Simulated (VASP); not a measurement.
Set up this calculation in VASP 6.6.1, as the native input.

```
Task                   : relaxation of shape and atoms at fixed volume
Functional             : PBEsol
Potentials or basis    : VASP PAW PBE potentials, release 64 (B, As)
Cutoff                 : 600 eV
k mesh                 : 6 × 6 × 6
Occupations            : gaussian, width 0.02 eV
Spin                   : no spin polarisation
Dipole correction      : no
Further INCAR settings : ALGO = Normal; EDIFF = 1e-06; IBRION = 2; EDIFFG = -0.01; NSW = 50; ISIF = 4
```

The structure of B6As lies in POSCAR:

```
B6As
1.0
    3.0025724955      1.7335360385      3.8579191491
   -3.0025724955      1.7335360385      3.8579191491
    0.0000000000     -3.4670720770      3.8579191491
B As
12 2
Direct
    0.0164442700      0.0164442700      0.3248545274
    0.0164442700      0.3248545274      0.0164442700
    0.8215269749      0.2729549911      0.8215269749
    0.8215269749      0.8215269749      0.2729549911
    0.2729549911      0.8215269749      0.8215269749
    0.7270450089      0.1784730251      0.1784730251
    0.1784730251      0.7270450089      0.1784730251
    0.1784730251      0.1784730251      0.7270450089
    0.9835557300      0.6751454726      0.9835557300
    0.9835557300      0.9835557300      0.6751454726
    0.6751454726      0.9835557300      0.9835557300
    0.3248545274      0.0164442700      0.0164442700
    0.6010742342      0.6010742342      0.6010742342
    0.3989257658      0.3989257658      0.3989257658
```

This cell differs from its parent crystal: volume scaled by 0.94.

The input as run:

INCAR

```
SYSTEM = B6As
PREC = Accurate
ENCUT = 600
EDIFF = 1E-6
ISMEAR = 0
SIGMA = 0.02
LREAL = .False.
LASPH = .True.
NELM = 60
ALGO = Normal
ISIF = 4
LWAVE = .False.
LCHARG = .False.
GGA = PS
IBRION = 2
NSW = 50
EDIFFG = -0.01
```

KPOINTS

```
Automatic mesh
0
Gamma
  6 6 6
  0 0 0
```

Potentials or basis: VASP PAW PBE potentials, release 64 (B, As).

The run is started by

```bash
$ cat potpaw_PBE.64/B/POTCAR potpaw_PBE.64/As/POTCAR > POTCAR
$ mpirun -np 1 vasp_std > vasp.out
```

Results of the run:

```
Energy gained by relaxing    : 0.5 meV/atom
Ionic steps                  : 7
Pressure after relaxing      : 13.8 GPa
Largest force after relaxing : 0.005 eV/Å
Band gap on the k mesh       : 2.60 eV, indirect (least direct gap 2.64 eV)
```

Caveat: the PAW data sets were made with another functional, which shifts forces and pressure a little.

Run time: 5 min on 1 thread of Intel(R) Xeon(R) 6975P-C (Granite Rapids), with other jobs on the host, peak memory 0.33 GiB.
